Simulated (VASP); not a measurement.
Runs of VASP 6.6.1 on ZnO. The structure is that of space group P6_3mc (No. 186), or close to it. The cells are those of the table. 

```csv
task,level,cell,cutoff (eV),gap on the mesh (eV),pressure (GPa),relaxed volume (Å³/atom)
relaxation of cell and atoms,RPBE,"relaxed from a = 3.249, b = 3.249, c = 5.206 Å, angles 90.0, 90.0, 120.0°, 4 atoms",600,0.77,0.1,12.84
single point,revPBE+D3(BJ),"a = 3.257, b = 3.257, c = 5.262 Å, angles 90.0, 90.0, 120.0°, 4 atoms",520,0.82,1.1,-
single point,RPBE,"a = 3.318, b = 3.318, c = 5.353 Å, angles 90.0, 90.0, 120.0°, 4 atoms",520,0.77,(a),-
relaxation of cell and atoms,revPBE+D3(BJ),"relaxed from a = 3.249, b = 3.249, c = 5.206 Å, angles 90.0, 90.0, 120.0°, 4 atoms",600,0.82,0.1,12.16
```

Alike in all rows: potentials or basis VASP PAW PBE potentials, release 64 (Zn, O); no spin polarisation; k mesh 12 × 12 × 4; smearing gaussian 0.01 eV.

**Question.** Fill in the values left out.

**Answer.** (a) 0.9.

Caveats: the PAW data sets were made with another functional, which shifts forces and pressure a little.

